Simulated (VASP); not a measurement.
# Ta (Im-3m) in VASP: a series of runs

The runs below take Ta through single point, with PBE+D3(BJ).

Program: VASP 6.6.1. These are calculated values, not measurements. Logs are shortened: lines on timing, memory, paths and dates and some standing lists are left out, and cuts for length are marked.

### Step 1. The cell of the first run

The structure is cubic, space group Im-3m (No. 229). Conventional cell: a = 3.314 Å, b = 3.314 Å, c = 3.314 Å, α = 90.00°, β = 90.00°, γ = 90.00°. Ta (site symmetry m-3m) has 14 Ta at 2.87 to 3.31 Å within 3.8 Å.

### Step 2. Single point, PBE+D3(BJ)

File INCAR:

```
SYSTEM = Ta
PREC = Accurate ; ENCUT = 500
EDIFF = 1E-6 ; ISMEAR = 1
SIGMA = 0.1 ; LREAL = .False.
LASPH = .True. ; NELM = 120
ALGO = Normal ; ISIF = 2
LWAVE = .False. ; LCHARG = .False.
GGA = PE ; IVDW = 12
NBANDS = 12 ; GGA_COMPAT = .False.
```

File KPOINTS:

```
Automatic mesh
0
Gamma
  8 8 8
  0.5 0.5 0.5
```

File POSCAR:

```
Ta
1.0
   -1.6569074639      1.6569074639      1.6569074639
    1.6569074639     -1.6569074639      1.6569074639
    1.6569074639      1.6569074639     -1.6569074639
Ta
1
Direct
    0.0000000000      0.0000000000      0.0000000000
```

Potentials or basis: VASP PAW PBE potentials, release 64 (Ta_pv).

The run is started by

```sh
$ cat potpaw_PBE.64/Ta_pv/POTCAR > POTCAR
$ mpirun -np 1 vasp_std > vasp.out
```

OUTCAR:

```text
SYSTEM = Ta
   PREC = Accurate
   ENCUT = 500
   EDIFF = 1E-6
   ISMEAR = 1
   LREAL = .False.
   LASPH = .True.
   NELM = 120
   ISIF = 2
   GGA = PE
   IVDW = 12
 IVDW          = 12

 ion  position               nearest neighbor table
   1  0.000  0.000  0.000-

  LATTYP: Found a body centered cubic cell.
 ALAT       =     3.3138149278

  Lattice vectors:

 A1 = (  -1.6569074639,   1.6569074639,   1.6569074639)
 A2 = (   1.6569074639,  -1.6569074639,   1.6569074639)
 A3 = (   1.6569074639,   1.6569074639,  -1.6569074639)

Analysis of symmetry for initial positions (statically):
=====================================================================
 Subroutine PRICEL returns:
 Original cell was already a primitive cell.

 Routine SETGRP: Setting up the symmetry group for a
 body centered cubic supercell.

 Subroutine GETGRP returns: Found 48 space group operations
 (whereof 48 operations were pure point group operations)
 out of a pool of 48 trial point group operations.

The static configuration has the point symmetry O_h .

Analysis of symmetry for dynamics (positions and initial velocities):
=====================================================================
 Subroutine PRICEL returns:
 Original cell was already a primitive cell.

 Routine SETGRP: Setting up the symmetry group for a
 body centered cubic supercell.

 Subroutine GETGRP returns: Found 48 space group operations
 (whereof 48 operations were pure point group operations)
 out of a pool of 48 trial point group operations.

The dynamic configuration has the point symmetry O_h .

 Subroutine INISYM returns: Found 48 space group operations
 (whereof 48 operations are pure point group operations),
 and found     1 'primitive' translations

----------------------------------------------------------------------------------------

                                     Primitive cell

  volume of cell :      18.1951

  direct lattice vectors                    reciprocal lattice vectors
    -1.656907464  1.656907464  1.656907464     0.000000000  0.301767003  0.301767003
     1.656907464 -1.656907464  1.656907464     0.301767003  0.000000000  0.301767003
     1.656907464  1.656907464 -1.656907464     0.301767003  0.301767003  0.000000000

  length of vectors
     2.869847911  2.869847911  2.869847911     0.426762989  0.426762989  0.426762989

  position of ions in fractional coordinates (direct lattice)
     0.000000000  0.000000000  0.000000000

  ion indices of the primitive-cell ions
   primitive index   ion index
                 1           1

----------------------------------------------------------------------------------------

 KPOINTS: Automatic mesh

Automatic generation of k-mesh.
 Grid dimensions read from file:
 generate k-points for:    8    8    8

 Generating k-lattice:

  Cartesian coordinates                     Fractional coordinates (reciprocal lattice)
     0.000000000  0.037720875  0.037720875     0.125000000  0.000000000  0.000000000
     0.037720875  0.000000000  0.037720875     0.000000000  0.125000000  0.000000000
     0.037720875  0.037720875  0.000000000     0.000000000  0.000000000  0.125000000

  Length of vectors
     0.053345374  0.053345374  0.053345374

  Shift w.r.t. Gamma in fractional coordinates (k-lattice)
     0.500000000  0.500000000  0.500000000

 Subroutine IBZKPT returns following result:
 ===========================================

 Found     26 irreducible k-points:

 Following reciprocal coordinates:
            Coordinates               Weight
  0.062500  0.062500  0.062500      8.000000
  0.187500  0.062500  0.062500     24.000000
  0.312500  0.062500  0.062500     24.000000
  0.437500  0.062500  0.062500     12.000000
 -0.062500  0.062500  0.062500      6.000000
  0.187500  0.187500  0.062500     24.000000
[... 16 lines left out ...]
 -0.312500  0.312500  0.312500      6.000000
 -0.437500  0.437500  0.312500     24.000000
 [... further k-points ...]
   k-points           NKPTS =     26   k-points in BZ     NKDIM =     26   number of bands    NBANDS=     12
   number of dos      NEDOS =    301   number of ions     NIONS =      1
   total plane-waves  NPLWV =  13824
   dimension x,y,z NGX =    24 NGY =   24 NGZ =   24
   dimension x,y,z NGXF=    48 NGYF=   48 NGZF=   48
   ions per type =               1
   NGX,Y,Z   is equivalent  to a cutoff of  13.90, 13.90, 13.90 a.u.
   NGXF,Y,Z  is equivalent  to a cutoff of  27.81, 27.81, 27.81 a.u.
 SYSTEM =  Ta
   PREC   = accura    normal or accurate (medium, high low for compatibility)
   ISTART =      0    job   : 0-new  1-cont  2-samecut
   ICHARG =      2    charge: 1-file 2-atom 10-const
   ISPIN  =      1    spin polarized calculation?
   LNONCOLLINEAR =      F non collinear calculations
   LSORBIT =      F    spin-orbit coupling
   LASPH  =      T    aspherical Exc in radial PAW
   ENCUT  =  500.0 eV  36.75 Ry    6.06 a.u.   5.23  5.23  5.23*2*pi/ulx,y,z
   NELM   =    120;   NELMIN=  2; NELMDL= -5     # of ELM steps
   EDIFF  = 0.1E-05   stopping-criterion for ELM
   LREAL  =      F    real-space projection
   EDIFFG = 0.1E-04   stopping-criterion for IOM
   NSW    =      0    number of steps for IOM
   IBRION =     -1    ionic relax: 0-MD 1-quasi-New 2-CG
   NFREE  =      0    steps in history (QN), initial steepest desc. (CG)
   ISIF   =      2    stress and relaxation
   ISYM   =      2    0-nonsym 1-usesym 2-fastsym
   POTIM  = 0.5000    time-step for ionic-motion
   TEBEG  =    0.0;   TEEND  =   0.0 temperature during run
   PSTRESS=    0.0 pullay stress
   NELECT =      11.0000    total number of electrons
   NUPDOWN=      -1.0000    fix difference up-down
   EMIN   =  10.00;   EMAX   =-10.00  energy-range for DOS
   EFERMI =   0.00;   METHOD = LEGACY
   ISMEAR =     1;   SIGMA  =   0.10  broadening in eV -4-tet -1-fermi 0-gaus
   EFERMI_NEDOS =   21; number of points for ismear=-14 and -15
   IALGO  =     38    algorithm
   IMIX   =      4    mixing-type and parameters
     AMIX     =   0.40;   BMIX     =  1.00
     AMIX_MAG =   1.60;   BMIX_MAG =  1.00
  volume/ion in A,a.u.               =      18.20       122.79
  Fermi-wavevector in a.u.,A,eV,Ry     =   1.384270  2.615891 26.071531  1.916203
  Thomas-Fermi vector in A             =   2.508790
   LORBIT       =      0    0 simple, 1 ext, 2 COOP (PROOUT), +10 PAW based schemes
   GGA     = PE    functional components
   LHFCALC =     F    Hartree Fock is set to
   AEXX    =    0.0000 exact exchange contribution
   IVDW    =    12    specifies the selected vdW correction
   LEPSILON=     F    determine dielectric tensor
   LRPA    =     F    only Hartree local field effects (RPA)
 non-spin polarized calculation
 Methfessel and Paxton  Order N= 1 SIGMA  =   0.10
  energy-cutoff  :      500.00
  volume of cell :       18.20
 maximum number of plane-waves:       474
 NGX is ok and might be reduce to    24
   NGX = 11   NGY = 11   NGZ = 11

 number of electron      11.0000001 magnetization

 Free energy of the ion-electron system (eV)
  ---------------------------------------------------
  ext. energy  EPLUGINS =         0.00000000
  ---------------------------------------------------
  free energy    TOTEN  =       -11.78795957 eV

  energy without entropy =      -11.78622926  energy(sigma->0) =      -11.78738280

 E-fermi :   5.3738     XC(G=0): -12.5736

 val. band max:        5.3667271124   @ k =   0.3125   0.0625   0.0625
 cond. band min:       5.4341472081   @ k =  -0.1875   0.1875   0.0625
 fundamental gap:      0.0674200957
 Fermi energy:         5.3738084616

 k-point     1 :       0.0625    0.0625    0.0625
  band No.  band energies     occupation
      1     -28.0265      2.00000
      2     -27.7829      2.00000
      3     -27.7829      2.00000
      4      -1.4904      2.00000
      5       5.5726     -0.01661
      6       5.5726     -0.01661
      7       7.3045     -0.00000
      8       9.0844      0.00000
      9       9.0844      0.00000
     10      20.0031      0.00000
     11      21.0096      0.00000
     12      22.1581      0.00000

 k-point     2 :       0.1875    0.0625    0.0625
  band No.  band energies     occupation
      1     -28.3895      2.00000
      2     -27.9222      2.00000
      3     -27.7901      2.00000
      4       0.0960      2.00000
      5       4.7078      2.00000
      6       4.9328      2.00000
      7       8.9054      0.00000
      8       9.3814      0.00000
      9       9.5411      0.00000
     10      19.9990      0.00000
     11      20.9257      0.00000
     12      21.9174      0.00000

 k-point     3 :       0.3125    0.0625    0.0625
  band No.  band energies     occupation
      1     -28.7128      2.00000
      2     -28.0813      2.00000
      3     -27.7974      2.00000
      4       1.2934      2.00000
      5       4.0587      2.00000
      6       5.3667      1.11952
      7       9.3222      0.00000
      8      10.0066      0.00000
      9      12.0358      0.00000
     10      18.2064      0.00000
     11      18.7198      0.00000
     12      20.0144      0.00000
[... 286 lines left out ...]
 k-point    23 :      -0.3125    0.3125    0.3125
  band No.  band energies     occupation
      1     -28.4789      2.00000
      2     -28.2920      2.00000
      3     -28.2920      2.00000
      4       2.5900      2.00000
      5       3.2838      2.00000
      6       7.5326      0.00000
      7       7.5326      0.00000
      8       9.7176      0.00000
      9      10.1884      0.00000
     10      19.9963      0.00000
     11      21.0726      0.00000
     12      21.7806      0.00000

 k-point    24 :      -0.4375    0.4375    0.3125
  band No.  band energies     occupation
      1     -28.6221      2.00000
      2     -28.3995      2.00000
      3     -28.3146      2.00000
      4       2.4647      2.00000
      5       2.7451      2.00000
      6       7.8699      0.00000
      7       7.9639      0.00000
      8      11.8084      0.00000
      9      12.3393      0.00000
     10      17.3145      0.00000
     11      18.7127      0.00000
     12      20.0041      0.00000

 [... further k-points ...]

------------------------ aborting loop because EDIFF is reached ----------------------------------------

 Edisp (eV)   -0.65549

 E8    (eV) :    -0.3432

  FORCE on cell =-STRESS in cart. coord.  units (eV):
  Direction    XX          YY          ZZ          XY          YZ          ZX
  --------------------------------------------------------------------------------------
  -------------------------------------------------------------------------------------
  Total      -0.31621    -0.31621    -0.31621    -0.00000     0.00000    -0.00000
  in kB     -27.84428   -27.84428   -27.84428    -0.00000     0.00000    -0.00000
  external pressure =      -27.84 kB  Pullay stress =        0.00 kB

 VOLUME and BASIS-vectors are now :
 -----------------------------------------------------------------------------
  energy-cutoff  :      500.00
  volume of cell :       18.20
      direct lattice vectors                 reciprocal lattice vectors
    -1.656907464  1.656907464  1.656907464     0.000000000  0.301767003  0.301767003
     1.656907464 -1.656907464  1.656907464     0.301767003  0.000000000  0.301767003
     1.656907464  1.656907464 -1.656907464     0.301767003  0.301767003  0.000000000

 POSITION                                       TOTAL-FORCE (eV/Angst)
 -----------------------------------------------------------------------------------
      0.00000      0.00000      0.00000         0.000000     -0.000000     -0.000000
 -----------------------------------------------------------------------------------
    total drift:                               -0.000000      0.000000     -0.000000

  FREE ENERGIE OF THE ION-ELECTRON SYSTEM (eV)
  ---------------------------------------------------
  free  energy   TOTEN  =       -12.4434456624 eV

  energy  without entropy=      -12.4417153537  energy(sigma->0) =      -12.44286889
```

Wall time 7 s (1 thread of AMD EPYC 7R13 (Zen 3), shared host); peak memory 0.12 GiB.

What came out:

* Free energy: -12.4434 eV
* Pressure: -2.8 GPa
* Dispersion energy per atom: -0.655 eV

Caveat: three body term missing; spin-orbit coupling is left out, which moves the levels of the heavy elements; pairwise dispersion overbinds metals, which lowers pressure and volume.

[end of part 1 of 2]
